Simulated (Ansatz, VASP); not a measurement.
## One calculation of Ti5C4, two programs

```
Ti C
1.0
     3.03587    0.00000    0.00000
    -1.51794    2.62914    0.00000
     0.00000    0.00000   24.91512
Ti C
5 4
Direct
  0.66667 0.33333 0.30750
  0.33333 0.66667 0.40336
  0.00000 0.00000 0.50000
  0.66667 0.33333 0.59664
  0.33333 0.66667 0.69250
  0.00000 0.00000 0.34815
  0.66667 0.33333 0.45013
  0.33333 0.66667 0.54987
  0.00000 0.00000 0.65185
```

Alike in both runs: functional PBEsol; k mesh 12 × 12 × 1; occupations gaussian, width 0.1 eV; no spin polarisation.

Ansatz relaxed the structure, and its values are those at the end. VASP's run is a single point on that final structure, the one shown.

|  | VASP | Ansatz |
| --- | --- | --- |
| version | VASP 6.6.1 | Ansatz 0.2.0 |
| potentials or method | VASP PAW PBE potentials, release 64 (Ti_sv, C), cutoff 520 eV | scalar-relativistic, plane waves, PAW |
| valence electrons in the cell | 76 | 76 |

VASP gave:

- gap on the k mesh at the Fermi level (eV): none
- rms of the force components (eV/Å): 0.005
- work function, face that differs most (eV): 4.70

Question: Estimate Ansatz's values.

Answer: gap on the k mesh at the Fermi level (eV): none; rms of the force components (eV/Å): 0.001; work function, face that differs most (eV): 4.70.

VASP's potentials were made for PBE, not for PBEsol. A gap of «none» marks a metal or a gap that the smearing closes. The functional is the same, so the differences come from potentials, cutoffs and numerics. Ansatz's warnings: vacuum density over bound.
